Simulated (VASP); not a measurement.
## Hf: single point with LDA

The system is Hf.

```
Hf
1.0
     3.19670    0.00000    0.00000
    -1.59835    2.76842    0.00000
     0.00000    0.00000    5.05780
Hf
2
Direct
  0.66667 0.33333 0.75000
  0.33333 0.66667 0.25000
```

* Program: VASP 6.6.1
* Task: single point
* Functional: LDA
* Potentials or basis: VASP PAW LDA potentials, release 64 (Hf_pv)
* Cutoff: 520 eV
* k mesh: 10 × 10 × 5
* Occupations: methfessel-paxton, width 0.2 eV
* Spin: no spin polarisation

```yaml
Pressure: -7.8 GPa
Band_gap_on_the_k_mesh: zero (band 10 reaches 5.90 eV, above the bottom of band 11 at 4.45 eV)
```

Stress tensor (GPa, compression positive):
```
-7.63  0.00  0.00
 0.00 -7.63  0.00
 0.00  0.00 -8.24
```

Levels at points of the mesh, in eV from the Fermi level:
```csv
k point,band 8,band 9,band 10,band 11,band 12,band 13
"(0.00, 0.00, 0.00)",-3.70,0.80,1.12,1.12,1.39,1.93
"(0.50, 0.00, 0.00)",-2.75,-2.22,-0.70,0.72,0.87,1.65
```

Run time: 8.2 s on 1 thread of Intel(R) Xeon(R) 6975P-C (Granite Rapids) (shared host), peak memory 0.15 GiB.

Caveat: spin-orbit coupling is left out, which moves the levels of the heavy elements.
